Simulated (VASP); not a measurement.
Runs of VASP 6.6.1 on Hg. The structure is that of space group Im-3m (No. 229), or close to it. The cells are those of the table. 

```csv
cell,gap on the mesh (eV),pressure (GPa)
"a = 3.263 Å, angles 109.5°, 1 atom",none,1.4
"a = 3.399 Å, angles 109.5°, 1 atom",none,(a)
"a = 3.442 Å, angles 109.5°, 1 atom",none,-0.4
"a = 3.355 Å, angles 109.5°, 1 atom",none,(b)
"a = 3.310 Å, angles 109.5°, 1 atom",none,0.6
"a = 3.484 Å, angles 109.5°, 1 atom",none,-0.5
"a = 3.215 Å, angles 109.5°, 1 atom",none,2.6
```

Alike in all rows: task single point; level PBE; potentials or basis VASP PAW PBE potentials, release 64 (Hg); no spin polarisation; k mesh 19 × 19 × 19; cutoff (eV) 520; smearing fermi-dirac 0.1 eV.

Question: Estimate the missing entries.

Answer: (a) -0.2; (b) 0.1.

Caveats: spin-orbit coupling is left out, which moves the levels of the heavy elements.

A k mesh can miss the band edges, and the runs leave out spin-orbit coupling on Hg.

A gap of «none» marks levels without a gap at the run's occupations.
